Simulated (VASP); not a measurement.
# CO2 (Pa-3) in VASP: single point with PBE

Aim: the single point of CO2 with PBE.

Program: VASP 6.6.1. These are calculated values, not measurements. Logs are shortened: lines on timing, memory, paths and dates and some standing lists are left out, and cuts for length are marked.

### Step 1. The cell of the first run

Symmetry: Pa-3, No. 205, cubic system. Conventional cell: a = 5.630 Å, b = 5.630 Å, c = 5.630 Å, α = 90.00°, β = 90.00°, γ = 90.00°. C (site symmetry -3) has 2 O at 1.17 Å within 1.6 Å. O (site symmetry 3) has 1 C at 1.17 Å within 1.6 Å.

### Step 2. Single point, PBE

Contents of INCAR:

```
SYSTEM = CO2
PREC = Accurate
ENCUT = 910
EDIFF = 1E-6
ISMEAR = -1
SIGMA = 0.02
LREAL = .False.
LASPH = .True.
NELM = 120
ALGO = Normal
ISIF = 2
LWAVE = .False.
LCHARG = .True.
GGA = PE
LELF = .True.
LVHAR = .True.
NBANDS = 44
GGA_COMPAT = .False.
```

Contents of KPOINTS:

```
regular mesh
0
Gamma
  4 4 4
  0 0 0
```

Contents of POSCAR:

```
CO2
1.0
    5.6300000000      0.0000000000      0.0000000000
    0.0000000000      5.6300000000      0.0000000000
    0.0000000000      0.0000000000      5.6300000000
C O
4 8
Direct
    0.0000000000      0.0000000000      0.0000000000
    0.5000000000      0.0000000000      0.5000000000
    0.5000000000      0.5000000000      0.0000000000
    0.0000000000      0.5000000000      0.5000000000
    0.1198172229      0.1198172229      0.1198172229
    0.3801827771      0.8801827771      0.6198172229
    0.6198172229      0.3801827771      0.8801827771
    0.8801827771      0.6198172229      0.3801827771
    0.8801827771      0.8801827771      0.8801827771
    0.6198172229      0.1198172229      0.3801827771
    0.3801827771      0.6198172229      0.1198172229
    0.1198172229      0.3801827771      0.6198172229
```

Potentials or basis: VASP PAW PBE potentials, release 64 (C_h, O_h).

Command:

```console
> cat potpaw_PBE.64/C_h/POTCAR potpaw_PBE.64/O_h/POTCAR > POTCAR
> mpirun -np 1 vasp_std > vasp.out
```

OUTCAR:

```text
SYSTEM = CO2
   PREC = Accurate
   ENCUT = 910
   EDIFF = 1E-6
   ISMEAR = -1
   LREAL = .False.
   LASPH = .True.
   NELM = 120
   ISIF = 2
   GGA = PE

 ion  position               nearest neighbor table
   1  0.000  0.000  0.000-   5 1.17   9 1.17
   2  0.500  0.000  0.500-   6 1.17  10 1.17
   3  0.500  0.500  0.000-   7 1.17  11 1.17
   4  0.000  0.500  0.500-   8 1.17  12 1.17
   5  0.120  0.120  0.120-   1 1.17
   6  0.380  0.880  0.620-   2 1.17
   7  0.620  0.380  0.880-   3 1.17
   8  0.880  0.620  0.380-   4 1.17
   9  0.880  0.880  0.880-   1 1.17
  10  0.620  0.120  0.380-   2 1.17
  11  0.380  0.620  0.120-   3 1.17
  12  0.120  0.380  0.620-   4 1.17

  LATTYP: Found a simple cubic cell.
 ALAT       =     5.6300000000

  Lattice vectors:

 A1 = (   5.6300000000,   0.0000000000,   0.0000000000)
 A2 = (   0.0000000000,   5.6300000000,   0.0000000000)
 A3 = (   0.0000000000,   0.0000000000,   5.6300000000)

Analysis of symmetry for initial positions (statically):
=====================================================================
 Subroutine PRICEL returns:
 Original cell was already a primitive cell.

 Routine SETGRP: Setting up the symmetry group for a
 simple cubic supercell.

 Subroutine GETGRP returns: Found 24 space group operations
 (whereof  6 operations were pure point group operations)
 out of a pool of 48 trial point group operations.

The static configuration has the point symmetry S_6 .
 The point group associated with its full space group is T_h .

Analysis of symmetry for dynamics (positions and initial velocities):
=====================================================================
 Subroutine PRICEL returns:
 Original cell was already a primitive cell.

 Routine SETGRP: Setting up the symmetry group for a
 simple cubic supercell.

 Subroutine GETGRP returns: Found 24 space group operations
 (whereof  6 operations were pure point group operations)
 out of a pool of 48 trial point group operations.

The dynamic configuration has the point symmetry S_6 .
 The point group associated with its full space group is T_h .

 Subroutine INISYM returns: Found 24 space group operations
 (whereof  6 operations are pure point group operations),
 and found     1 'primitive' translations

[... 105 lines left out ...]
   NFREE  =      0    steps in history (QN), initial steepest desc. (CG)
   ISIF   =      2    stress and relaxation
   ISYM   =      2    0-nonsym 1-usesym 2-fastsym
   POTIM  = 0.5000    time-step for ionic-motion
   TEBEG  =    0.0;   TEEND  =   0.0 temperature during run
   PSTRESS=    0.0 pullay stress
   NELECT =      64.0000    total number of electrons
   NUPDOWN=      -1.0000    fix difference up-down
   EMIN   =  10.00;   EMAX   =-10.00  energy-range for DOS
   EFERMI =   0.00;   METHOD = LEGACY
   ISMEAR =    -1;   SIGMA  =   0.02  broadening in eV -4-tet -1-fermi 0-gaus
   EFERMI_NEDOS =   21; number of points for ismear=-14 and -15
   IALGO  =     38    algorithm
   IMIX   =      4    mixing-type and parameters
     AMIX     =   0.40;   BMIX     =  1.00
     AMIX_MAG =   1.60;   BMIX_MAG =  1.00
  volume/ion in A,a.u.               =      14.87       100.36
  Fermi-wavevector in a.u.,A,eV,Ry     =   1.163125  2.197988 18.406778  1.352860
  Thomas-Fermi vector in A             =   2.299678
   LORBIT       =      0    0 simple, 1 ext, 2 COOP (PROOUT), +10 PAW based schemes
   GGA     = PE    functional components
   LHFCALC =     F    Hartree Fock is set to
   AEXX    =    0.0000 exact exchange contribution
   IVDW    =     0    specifies the selected vdW correction
   LEPSILON=     F    determine dielectric tensor
   LRPA    =     F    only Hartree local field effects (RPA)
 non-spin polarized calculation
  energy-cutoff  :      910.00
  volume of cell :      178.45
 maximum number of plane-waves:     11176
   NGX = 27   NGY = 27   NGZ = 27

 number of electron      63.9999978 magnetization

 Free energy of the ion-electron system (eV)
  ---------------------------------------------------
  ext. energy  EPLUGINS =         0.00000000
  ---------------------------------------------------
  free energy    TOTEN  =       -93.19509725 eV

  energy without entropy =      -93.19509725  energy(sigma->0) =      -93.19509725

 E-fermi :  -2.7566     XC(G=0):  -7.8389

 val. band max:       -3.1877533486   @ k =   0.0000   0.0000   0.0000
 cond. band min:       3.6000534873   @ k =   0.0000   0.0000   0.0000
 fundamental gap:      6.7878068358
 Fermi energy:        -2.7565774948

 k-point     1 :       0.0000    0.0000    0.0000
  band No.  band energies     occupation
      1     -23.6842      2.00000
      2     -23.4797      2.00000
      3     -23.4797      2.00000
      4     -23.4797      2.00000
      5     -22.5519      2.00000
      6     -22.5519      2.00000
[... 506 lines left out ...]
     43       6.4909      0.00000
     44       6.4909      0.00000

------------------------ aborting loop because EDIFF is reached ----------------------------------------

  FORCE on cell =-STRESS in cart. coord.  units (eV):
  Direction    XX          YY          ZZ          XY          YZ          ZX
  --------------------------------------------------------------------------------------
  -------------------------------------------------------------------------------------
  Total        1.0171334      1.0171334      1.0171334     -0.0000000      0.0000000     -0.0000000
  in kB        9.1319456      9.1319456      9.1319456     -0.0000000      0.0000000     -0.0000000
  external PRESSURE =       9.1319456 kB  Pullay stress =       0.0000000 kB

 VOLUME and BASIS-vectors are now :
 -----------------------------------------------------------------------------
  energy-cutoff  :      910.00
  volume of cell :      178.45
      direct lattice vectors                 reciprocal lattice vectors
     5.630000000  0.000000000  0.000000000     0.177619893  0.000000000  0.000000000
     0.000000000  5.630000000  0.000000000     0.000000000  0.177619893  0.000000000
     0.000000000  0.000000000  5.630000000     0.000000000  0.000000000  0.177619893

 POSITION                                       TOTAL-FORCE (eV/Angst)
 -----------------------------------------------------------------------------------
      0.00000      0.00000      0.00000        -0.000000      0.000000      0.000000
      2.81500      0.00000      2.81500        -0.000000      0.000000      0.000000
      2.81500      2.81500      0.00000        -0.000000      0.000000      0.000000
      0.00000      2.81500      2.81500        -0.000000      0.000000      0.000000
      0.67457      0.67457      0.67457         0.012054      0.012054      0.012054
      2.14043      4.95543      3.48957        -0.012054     -0.012054      0.012054
      3.48957      2.14043      4.95543         0.012054     -0.012054     -0.012054
      4.95543      3.48957      2.14043        -0.012054      0.012054     -0.012054
      4.95543      4.95543      4.95543        -0.012054     -0.012054     -0.012054
      3.48957      0.67457      2.14043         0.012054      0.012054     -0.012054
      2.14043      3.48957      0.67457        -0.012054      0.012054      0.012054
      0.67457      2.14043      3.48957         0.012054     -0.012054      0.012054
 -----------------------------------------------------------------------------------
    total drift:                                0.000000      0.000000     -0.000000

  FREE ENERGIE OF THE ION-ELECTRON SYSTEM (eV)
  ---------------------------------------------------
  free  energy   TOTEN  =       -93.1950972516 eV

  energy  without entropy=      -93.1950972516  energy(sigma->0) =      -93.19509725
```

OSZICAR:

```text
N       E                     dE             d eps       ncg     rms          rms(c)
DAV:   1     0.682151034085E+03    0.68215E+03   -0.43593E+04   968   0.205E+03
DAV:   2     0.170990906488E+01   -0.68044E+03   -0.65392E+03  1384   0.377E+02
DAV:   3    -0.965534756273E+02   -0.98263E+02   -0.96909E+02  1192   0.154E+02
DAV:   4    -0.993737233436E+02   -0.28202E+01   -0.27813E+01  1192   0.266E+01
DAV:   5    -0.994570392072E+02   -0.83316E-01   -0.83162E-01  1148   0.446E+00    0.170E+01
DAV:   6    -0.936927834035E+02    0.57643E+01   -0.16846E+01  1176   0.214E+01    0.672E+00
DAV:   7    -0.933056042782E+02    0.38718E+00   -0.10180E+00  1096   0.603E+00    0.386E+00
DAV:   8    -0.932039379337E+02    0.10167E+00   -0.68816E-01  1180   0.408E+00    0.757E-01
DAV:   9    -0.931952904653E+02    0.86475E-02   -0.97434E-02  1036   0.174E+00    0.489E-01
DAV:  10    -0.931947940174E+02    0.49645E-03   -0.66045E-03  1116   0.615E-01    0.799E-02
DAV:  11    -0.931950506715E+02   -0.25665E-03   -0.63357E-04  1208   0.144E-01    0.444E-02
DAV:  12    -0.931950982206E+02   -0.47549E-04   -0.93518E-05  1184   0.524E-02    0.918E-03
DAV:  13    -0.931950972516E+02    0.96899E-06   -0.98184E-06  1120   0.195E-02
   1 F= -.93195097E+02 E0= -.93195097E+02  d E =-.315875E-10
```

It took 2.4 min on 1 thread of Intel Xeon Platinum 8375C at 2.90GHz (Ice Lake), shared host; peak memory 0.49 GiB.

Results:

* Free energy: -93.1951 eV
* Pressure: 0.9 GPa
* Largest force: 0.021 eV/Å
* Band gap on the k mesh: 6.79 eV

Forces on the atoms (eV/Å):
```
C    0.000  0.000  0.000
C    0.000  0.000  0.000
C    0.000  0.000  0.000
C    0.000  0.000  0.000
O    0.012  0.012  0.012
O   -0.012 -0.012  0.012
O    0.012 -0.012 -0.012
O   -0.012  0.012 -0.012
O   -0.012 -0.012 -0.012
O    0.012  0.012 -0.012
O   -0.012  0.012  0.012
O    0.012 -0.012  0.012
```

Caveat: the cutoff is under 1.25 times the usual one of these potentials, so pressure, stress and relaxed cells hold a basis-set (Pulay) error; this functional lacks dispersion, which holds the molecules together, so the pressure and a relaxed volume are unreliable.
